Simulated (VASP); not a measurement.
PtS2, 3 atoms in the cell. Symmetry: P-3m1, No. 164, trigonal system. Conventional cell: a = 3.583 Å, b = 3.583 Å, c = 4.671 Å, α = 90.00°, β = 90.00°, γ = 120.00°. Within 3.2 Å of Pt (site symmetry -3m) lie 6 S at 2.39 Å. Within 3.2 Å of S (site symmetry 3m) lie 3 Pt at 2.39 Å and 6 S at 3.06 to 3.18 Å. 

| Item | Value |
| --- | --- |
| Program | VASP 6.6.1 |
| Task | relaxation of cell and atoms |
| Functional | PBE |
| Dispersion | D3(BJ) |
| Potentials or basis | VASP PAW PBE potentials, release 64 (Pt, S) |
| Cutoff | 600 eV |
| k mesh | 12 × 12 × 8 |
| Occupations | gaussian, width 0.01 eV |
| Spin | no spin polarisation |
| Dipole correction | no |
| Further INCAR settings | ALGO = Normal; EDIFF = 1e-06; IBRION = 2; EDIFFG = -0.01; NSW = 100; ISIF = 3 |

Potentials or basis: VASP PAW PBE potentials, release 64 (Pt, S).

Command:

```sh
$ cat potpaw_PBE.64/Pt/POTCAR potpaw_PBE.64/S/POTCAR > POTCAR
$ mpirun -np 1 vasp_std > vasp.out
```

Hardware: 1 thread of Intel(R) Xeon(R) 6975P-C (Granite Rapids), with other jobs on the host.

**Question.** How long does it take, and how much memory?

**Answer.** Wall time 100 s on 1 thread of Intel(R) Xeon(R) 6975P-C (Granite Rapids) (shared host), peak memory 0.28 GiB. Counts: scf iterations 28, k points 131, ion steps 3.
